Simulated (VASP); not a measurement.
# In12Se11 (a cell with a defect) in VASP: single point with PBEsol

Aim: the single point of In12Se11 (a cell with a defect) with PBEsol.

Program: VASP 6.6.1. These are calculated values, not measurements. Logs are shortened: lines on timing, memory, paths and dates and some standing lists are left out, and cuts for length are marked.

## 1. The cell of the first run

The cell holds a defect, 23 atoms: a = 7.947 Å, b = 11.921 Å, c = 8.447 Å, α = 76.40°, β = 76.40°, γ = 60.00°.

## 2. Single point, PBEsol, collinear spin

Input file INCAR:

```
PREC = Accurate ; ENCUT = 400
EDIFF = 1E-6 ; ISMEAR = 0
SIGMA = 0.01 ; LREAL = F
LASPH = T ; NELM = 200
ALGO = Normal ; ISIF = 2
LWAVE = F ; LCHARG = T
ISPIN = 2 ; MAGMOM = 0.01 0.03 0 0 0 0 0.04 0.06 0.01 0.03 0 0 0 0.05 0.03 0.01 0.01 0 0.02 0 0.06 0.01 0.01
LORBIT = 11 ; NUPDOWN = 1.0
GGA = PS ; LELF = T
LVHAR = T ; NBANDS = 132
NELECT = 221.0 ; GGA_COMPAT = F
```

Input file KPOINTS:

```
Automatic mesh
0
Gamma
  1 1 1
  0.25 0.25 0.25
```

Input file POSCAR:

```
In12Se11
1.0
   -3.9736966564      6.8826445028      0.0000000000
  -11.9210899693      0.0000000000      0.0000000000
   -1.9868483282      1.1471074171      8.1298164551
In Se
12 11
Direct
    0.4217644613      0.3065354091      0.3458366816
    0.5020640876      0.3274686516      0.0004049711
    0.4262648663      0.6428767319      0.3334872421
    0.5175175841      0.6573127342     -0.0063561757
    0.4361974453      0.9687284828      0.3351411595
    0.5288670250      0.9823486532     -0.0047539308
    0.9386069705      0.3028167605      0.3461836278
    1.0278499611      0.3253750238     -0.0036846954
    0.9232485740      0.6370474342      0.3580386054
    1.0130920193      0.6548318247      0.0166462176
    0.9301653695      0.9736503780      0.3324109231
    1.0144248287      0.9949515919     -0.0096506531
    0.2219832304      0.1163056521      0.8355361121
    0.0745887402      0.0631570764      0.4949259958
    0.0690027826      0.3970662973      0.5135863998
    0.2068558262      0.7776200913      0.8392212834
    0.0697327925      0.7343365730      0.5010854871
    0.7015890821      0.1241576111      0.8343073329
    0.5717918359      0.0643466889      0.4959885291
    0.7118767349      0.4450110250      0.8386975052
    0.5731816454      0.4009251184      0.4898883606
    0.7292515130      0.7731222223      0.8337192027
    0.5603934324      0.7327090294      0.5050525670
```

Potentials or basis: VASP PAW PBE potentials, release 64 (In_d, Se).

Run with:

```console
> cat potpaw_PBE.64/In_d/POTCAR potpaw_PBE.64/Se/POTCAR > POTCAR
> mpirun -np 1 vasp_std > vasp.out
```

OUTCAR:

```text
PREC = Accurate
   ENCUT = 400
   EDIFF = 1E-6
   ISMEAR = 0
   LREAL = F
   LASPH = T
   NELM = 200
   ISIF = 2
   ISPIN = 2
   LORBIT = 11
   NUPDOWN = 1.0
   GGA = PS
   NELECT = 221.0

 ion  position               nearest neighbor table
   1  0.422  0.307  0.346-  15 2.62  21 2.62  19 2.63   2 2.82   7 3.86   9 3.95   5 3.99   3 4.00
                            11 4.01
   2  0.502  0.327  0.000-  20 2.64  18 2.66   1 2.82   8 3.79  10 3.90   4 3.98  12 4.02   6 4.02

   3  0.426  0.643  0.333-  17 2.64  23 2.64  21 2.64   4 2.78   5 3.93  11 3.94   9 3.97   9 3.99
                             1 4.00
   4  0.518  0.657  0.994-  22 2.63  16 2.64  20 2.68   3 2.78   6 3.92  10 3.97   2 3.98  10 3.98
                             8 4.01  12 4.01
   5  0.436  0.969  0.335-  23 2.63  19 2.64  14 2.65   6 2.78   9 3.92   3 3.93  11 3.95   7 3.97
                             1 3.99  11 4.00
   6  0.529  0.982  0.995-  18 2.64  13 2.64  22 2.69   5 2.78  10 3.88   4 3.92  12 3.93   2 4.02

   7  0.939  0.303  0.346-  14 2.60  21 2.62  15 2.63   8 2.85   1 3.86   9 3.95   5 3.97  11 3.99

   8  0.028  0.325  0.996-  13 2.68  20 2.69   7 2.85   2 3.79  10 3.91  12 4.01   4 4.01
   9  0.923  0.637  0.358-  17 2.61  23 2.62  15 2.62  10 2.79   5 3.92   7 3.95   1 3.95   3 3.97
                             3 3.99  11 3.99
  10  0.013  0.655  0.017-  16 2.63  22 2.63   9 2.79   6 3.88   2 3.90   8 3.91   4 3.97   4 3.98
                            12 4.01
  11  0.930  0.974  0.332-  19 2.64  14 2.64  17 2.66  12 2.79   3 3.94   5 3.95   7 3.99   9 3.99
                             5 4.00   1 4.01
  12  0.014  0.995  0.990-  13 2.65  18 2.65  16 2.71  11 2.79   6 3.93   8 4.01   4 4.01  10 4.01
                             2 4.02
  13  0.222  0.116  0.836-   6 2.64  12 2.65   8 2.68
  14  0.075  0.063  0.495-   7 2.60  11 2.64   5 2.65
  15  0.069  0.397  0.514-   1 2.62   9 2.62   7 2.63
  16  0.207  0.778  0.839-  10 2.63   4 2.64  12 2.71
  17  0.070  0.734  0.501-   9 2.61   3 2.64  11 2.66
  18  0.702  0.124  0.834-   6 2.64  12 2.65   2 2.66
  19  0.572  0.064  0.496-   1 2.63   5 2.64  11 2.64
  20  0.712  0.445  0.839-   2 2.64   4 2.68   8 2.69
  21  0.573  0.401  0.490-   1 2.62   7 2.62   3 2.64
  22  0.729  0.773  0.834-  10 2.63   4 2.63   6 2.69
  23  0.560  0.733  0.505-   9 2.62   5 2.63   3 2.64

  LATTYP: Found a triclinic cell.
 ALAT       =     7.9473933128
 B/A-ratio  =     3.5733837626
 C/A-ratio  =     1.2766236245
 COS(alpha) =     0.0253107477
 COS(beta)  =     0.5874871698
 COS(gamma) =     0.7695786914

  Lattice vectors:

 A1 = (  -3.9736966564,   6.8826445028,   0.0000000000)
 A2 = (  -3.9736966563,  22.9421483426,  16.2596329102)
 A3 = (  -1.9868483282,   5.7355370857,  -8.1298164551)

Analysis of symmetry for initial positions (statically):
=====================================================================
 Subroutine PRICEL returns:
 Original cell was already a primitive cell.

 Routine SETGRP: Setting up the symmetry group for a
 triclinic supercell.

 Subroutine GETGRP returns: Found  1 space group operations
 (whereof  1 operations were pure point group operations)
 out of a pool of  2 trial point group operations.

The static configuration has the point symmetry C_1 .

Analysis of symmetry for dynamics (positions and initial velocities):
=====================================================================
 Subroutine PRICEL returns:
 Original cell was already a primitive cell.

 Routine SETGRP: Setting up the symmetry group for a
 triclinic supercell.

 Subroutine GETGRP returns: Found  1 space group operations
 (whereof  1 operations were pure point group operations)
 out of a pool of  2 trial point group operations.

The dynamic configuration has the point symmetry C_1 .

Analysis of structural, dynamic, and magnetic symmetry:
=====================================================================
 Subroutine PRICEL returns:
 Original cell was already a primitive cell.

 Routine SETGRP: Setting up the symmetry group for a
 triclinic supercell.

 Subroutine GETGRP returns: Found  1 space group operations
 (whereof  1 operations were pure point group operations)
 out of a pool of  2 trial point group operations.

The overall configuration has the point symmetry C_1 .

 Subroutine INISYM returns: Found  1 space group operations
 (whereof  1 operations are pure point group operations),
 and found     1 'primitive' translations

----------------------------------------------------------------------------------------

                                     Primitive cell

  volume of cell :     667.0403

  direct lattice vectors                    reciprocal lattice vectors
    -3.973696656  6.882644503  0.000000000     0.000000000  0.145292990 -0.020500668
   -11.921089969  0.000000000  0.000000000    -0.083884947 -0.048430997 -0.013667112
    -1.986848328  1.147107417  8.129816455     0.000000000  0.000000000  0.123004007

  length of vectors
     7.947393313 11.921089969  8.447327228     0.146732172  0.097821448  0.123004007

  position of ions in fractional coordinates (direct lattice)
     0.421764461  0.306535409  0.345836682
     0.502064088  0.327468652  0.000404971
     0.426264866  0.642876732  0.333487242
     0.517517584  0.657312734  0.993643824
     0.436197445  0.968728483  0.335141159
     0.528867025  0.982348653  0.995246069
[... 15 lines left out ...]
     0.729251513  0.773122222  0.833719203
     0.560393432  0.732709029  0.505052567

  ion indices of the primitive-cell ions
   primitive index   ion index
                 1           1
                 2           2
                 3           3
                 4           4
                 5           5
                 6           6
[... 15 lines left out ...]
                22          22
                23          23

----------------------------------------------------------------------------------------

 KPOINTS: Automatic mesh

Automatic generation of k-mesh.
 Grid dimensions read from file:
 generate k-points for:    1    1    1

 Generating k-lattice:

  Cartesian coordinates                     Fractional coordinates (reciprocal lattice)
     0.000000000  0.145292990 -0.020500668     1.000000000  0.000000000 -0.000000000
    -0.083884947 -0.048430997 -0.013667112     0.000000000  1.000000000  0.000000000
     0.000000000  0.000000000  0.123004007     0.000000000  0.000000000  1.000000000

  Length of vectors
     0.146732172  0.097821448  0.123004007

  Shift w.r.t. Gamma in fractional coordinates (k-lattice)
     0.250000000  0.250000000  0.250000000

 Subroutine IBZKPT returns following result:
 ===========================================

 Found      1 irreducible k-points:

 Following reciprocal coordinates:
            Coordinates               Weight
  0.250000  0.250000  0.250000      2.000000
   k-points           NKPTS =      1   k-points in BZ     NKDIM =      1   number of bands    NBANDS=    132
   number of dos      NEDOS =    301   number of ions     NIONS =     23
   total plane-waves  NPLWV = 241920
   dimension x,y,z NGX =    54 NGY =   80 NGZ =   56
   dimension x,y,z NGXF=   108 NGYF=  160 NGZF=  112
   ions per type =              12  11
   NGX,Y,Z   is equivalent  to a cutoff of  11.30, 11.16, 11.02 a.u.
   NGXF,Y,Z  is equivalent  to a cutoff of  22.59, 22.31, 22.04 a.u.
 SYSTEM =  unknown system
   PREC   = accura    normal or accurate (medium, high low for compatibility)
   ISTART =      0    job   : 0-new  1-cont  2-samecut
   ICHARG =      2    charge: 1-file 2-atom 10-const
   ISPIN  =      2    spin polarized calculation?
   LNONCOLLINEAR =      F non collinear calculations
   LSORBIT =      F    spin-orbit coupling
   LASPH  =      T    aspherical Exc in radial PAW
   ENCUT  =  400.0 eV  29.40 Ry    5.42 a.u.  12.96 19.44 13.78*2*pi/ulx,y,z
   NELM   =    200;   NELMIN=  2; NELMDL= -5     # of ELM steps
   EDIFF  = 0.1E-05   stopping-criterion for ELM
   LREAL  =      F    real-space projection
   EDIFFG = 0.1E-04   stopping-criterion for IOM
   NSW    =      0    number of steps for IOM
   IBRION =     -1    ionic relax: 0-MD 1-quasi-New 2-CG
   NFREE  =      0    steps in history (QN), initial steepest desc. (CG)
   ISIF   =      2    stress and relaxation
   ISYM   =      2    0-nonsym 1-usesym 2-fastsym
   POTIM  = 0.5000    time-step for ionic-motion
   TEBEG  =    0.0;   TEEND  =   0.0 temperature during run
   PSTRESS=    0.0 pullay stress
   NELECT =     221.0000    total number of electrons
   NUPDOWN=       1.0000    fix difference up-down
   EMIN   =  10.00;   EMAX   =-10.00  energy-range for DOS
   EFERMI =   0.00;   METHOD = LEGACY
   ISMEAR =     0;   SIGMA  =   0.01  broadening in eV -4-tet -1-fermi 0-gaus
   EFERMI_NEDOS =   21; number of points for ismear=-14 and -15
   IALGO  =     38    algorithm
   IMIX   =      4    mixing-type and parameters
     AMIX     =   0.40;   BMIX     =  1.00
     AMIX_MAG =   1.60;   BMIX_MAG =  1.00
  volume/ion in A,a.u.               =      29.00       195.71
  Fermi-wavevector in a.u.,A,eV,Ry     =   1.132804  2.140690 17.459618  1.283246
  Thomas-Fermi vector in A             =   2.269506
   LORBIT       =     11    0 simple, 1 ext, 2 COOP (PROOUT), +10 PAW based schemes
   GGA     = PS    functional components
   LHFCALC =     F    Hartree Fock is set to
   AEXX    =    0.0000 exact exchange contribution
   IVDW    =     0    specifies the selected vdW correction
   LEPSILON=     F    determine dielectric tensor
   LRPA    =     F    only Hartree local field effects (RPA)
 spin polarized calculation
 Gauss-broadening in eV      SIGMA  =   0.01
  energy-cutoff  :      400.00
  volume of cell :      667.04
 maximum number of plane-waves:     12120
 NGX is ok and might be reduce to    54
   NGX = 25   NGY = 39   NGZ = 27

 number of electron     220.9999997 magnetization       1.0000024

 Free energy of the ion-electron system (eV)
  ---------------------------------------------------
  ext. energy  EPLUGINS =         0.00000000
  ---------------------------------------------------
  free energy    TOTEN  =       -92.48083351 eV

  energy without entropy =      -92.48083351  energy(sigma->0) =      -92.48083351

 E-fermi :   3.3629     XC(G=0):  -9.1538

 val. band max:        3.9001237678   @ k =   0.2500   0.2500   0.2500
 cond. band min:       4.1832268563   @ k =   0.2500   0.2500   0.2500
 fundamental gap:      0.2831030885
 Fermi energy:         3.9500804608

 spin component 1

 k-point     1 :       0.2500    0.2500    0.2500
  band No.  band energies     occupation
      1     -10.7639      1.00000
      2     -10.7351      1.00000
      3     -10.7128      1.00000
      4     -10.6831      1.00000
      5     -10.6799      1.00000
      6     -10.6515      1.00000
[... 114 lines left out ...]
    121       6.6108      0.00000
    122       6.7894      0.00000
 Fermi energy:         3.3628919598

 spin component 2

 k-point     1 :       0.2500    0.2500    0.2500
  band No.  band energies     occupation
      1     -10.7482      1.00000
      2     -10.7249      1.00000
      3     -10.7040      1.00000
      4     -10.6751      1.00000
      5     -10.6644      1.00000
      6     -10.6388      1.00000
[... 114 lines left out ...]
    121       6.6492      0.00000
    122       6.8317      0.00000
 [bands above 122 left out]

------------------------ aborting loop because EDIFF is reached ----------------------------------------

  FORCE on cell =-STRESS in cart. coord.  units (eV):
  Direction    XX          YY          ZZ          XY          YZ          ZX
  --------------------------------------------------------------------------------------
  -------------------------------------------------------------------------------------
  Total       -9.1859839     -9.6150798    -10.8226349     -0.8131008      3.6929270      2.8934146
  in kB      -22.0639985    -23.0946524    -25.9951032     -1.9530031      8.8701151      6.9497503
  external PRESSURE =     -23.7179180 kB  Pullay stress =       0.0000000 kB

 VOLUME and BASIS-vectors are now :
 -----------------------------------------------------------------------------
  energy-cutoff  :      400.00
  volume of cell :      667.04
      direct lattice vectors                 reciprocal lattice vectors
    -3.973696656  6.882644503  0.000000000     0.000000000  0.145292990 -0.020500668
   -11.921089969  0.000000000  0.000000000    -0.083884947 -0.048430997 -0.013667112
    -1.986848328  1.147107417  8.129816455     0.000000000  0.000000000  0.123004007

 POSITION                                       TOTAL-FORCE (eV/Angst)
 -----------------------------------------------------------------------------------
     -6.01733      3.29957      2.81159        -0.001804      0.001124     -0.013090
     -5.89964      3.45599      0.00329         0.004258     -0.008511      0.014032
    -10.02023      3.31638      2.71119         0.001106      0.002033     -0.015764
    -11.86656      4.70171      8.07814         0.002858      0.000073      0.016217
    -13.94749      3.38663      2.72464        -0.000423      0.004130     -0.022354
    -15.78963      4.78166      8.09117         0.002166     -0.003792      0.012758
[... 15 lines left out ...]
    -13.77076      5.97554      6.77798        -0.000651      0.004017     -0.013363
    -11.96499      4.43634      4.10598         0.005027     -0.001892      0.015793
 -----------------------------------------------------------------------------------
    total drift:                                0.000291      0.000077      0.000840

  FREE ENERGIE OF THE ION-ELECTRON SYSTEM (eV)
  ---------------------------------------------------
  free  energy   TOTEN  =       -92.4808335059 eV

  energy  without entropy=      -92.4808335059  energy(sigma->0) =      -92.48083351

 total charge

# of ion       s       p       d       tot
------------------------------------------
    1        0.865   0.658   9.886  11.409
    2        0.915   0.547   9.865  11.326
    3        0.868   0.660   9.883  11.411
    4        0.866   0.652   9.883  11.401
    5        0.862   0.665   9.884  11.412
    6        0.861   0.654   9.882  11.397
[... 15 lines left out ...]
   22        1.485   2.280   0.026   3.791
   23        1.481   2.300   0.027   3.808
--------------------------------------------------
tot         26.804  32.748 118.834 178.385

 magnetization (x)

# of ion       s       p       d       tot
------------------------------------------
    1        0.006   0.011   0.001   0.018
    2        0.001   0.047   0.001   0.048
    3        0.002   0.000   0.001   0.002
    4        0.002   0.002   0.000   0.004
    5        0.000  -0.001   0.000  -0.000
    6       -0.000   0.003   0.000   0.003
[... 15 lines left out ...]
   22        0.000   0.006   0.001   0.007
   23        0.000   0.007   0.000   0.008
--------------------------------------------------
tot          0.055   0.391   0.013   0.459
```

It took 9.2 min on 1 thread of Oxide Virtual Turin-like, shared host; peak memory 0.7 GiB.

What came out:

```
Free energy                                           : -92.4808 eV
Largest force                                         : 0.023 eV/Å
Net moment                                            : 1.00 μB per cell
Site moments                                          : In +0.02, +0.05, +0.00, -0.00, +0.06, +0.09, +0.01 (each value once); Se +0.00, +0.04, +0.03, +0.01, +0.02, -0.00, +0.06 (each value once) μB
Valence electrons inside the program's atomic spheres : In 11.41, 11.33, 11.40, 11.39, 11.31, 11.42, 11.35, 11.38 (each value once); Se 3.79, 3.81, 3.80, 3.78 (each value once)
```

Forces in eV/Å, atoms in the order of the input:
```
In  -0.002  0.001 -0.013
In   0.004 -0.009  0.014
In   0.001  0.002 -0.016
In   0.003  0.000  0.016
In   0.000  0.004 -0.022
In   0.002 -0.004  0.013
In   0.004  0.000 -0.018
In  -0.019  0.012  0.005
In   0.006  0.004  0.002
In  -0.001 -0.001  0.014
In   0.003 -0.001 -0.019
In  -0.004  0.001  0.014
Se   0.004  0.003 -0.011
Se   0.003 -0.003  0.011
Se  -0.014 -0.006  0.016
Se   0.003 -0.004 -0.020
Se   0.004  0.004  0.010
Se   0.003  0.003 -0.014
Se   0.001  0.000  0.013
Se  -0.002 -0.001 -0.012
Se  -0.004 -0.008  0.015
Se  -0.001  0.004 -0.013
Se   0.005 -0.002  0.016
```

Caveat: the k points lie up to 0.83 Å⁻¹ apart, too coarse for converged energies, forces and pressures; the cell carries a net charge on a neutralising background, which shifts energy and pressure; the cell is charged against a uniform background, so pressure and absolute levels hang on convention; the PAW data sets were made with another functional, which shifts forces and pressure a little; spin-orbit coupling is left out, which moves the levels of the heavy elements; the total moment is fixed, so each spin has its own Fermi level and the state may be an excited one.
